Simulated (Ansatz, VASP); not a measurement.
**Na: VASP beside Ansatz**

```xyz
1
Lattice="0.0000 2.7236 2.7236 2.7236 0.0000 2.7236 2.7236 2.7236 0.0000" Properties=species:S:1:pos:R:3 pbc="T T T"
Na    0.0000    0.0000    0.0000
```

Alike in both runs: task single point; functional BLYP; k mesh 12 × 12 × 12; occupations fermi-dirac, width 0.1 eV; no spin polarisation.

|  | VASP | Ansatz |
| --- | --- | --- |
| version | VASP 6.6.1 | Ansatz 0.2.0 |
| potentials or method | VASP PAW PBE potentials, release 64 (Na_pv), cutoff 520 eV | plane waves (420 eV) with PAW, scalar-relativistic |
| valence electrons in the cell | 7 | 9 |

```csv
,VASP,Ansatz,Ansatz less VASP
pressure (GPa),-0.5,-0.5,+0.02
```

VASP's potentials were made for PBE, not for BLYP. VASP's potentials hold 7 valence electrons a cell and Ansatz's 9, so a difference there can come from the potentials and not from the codes.
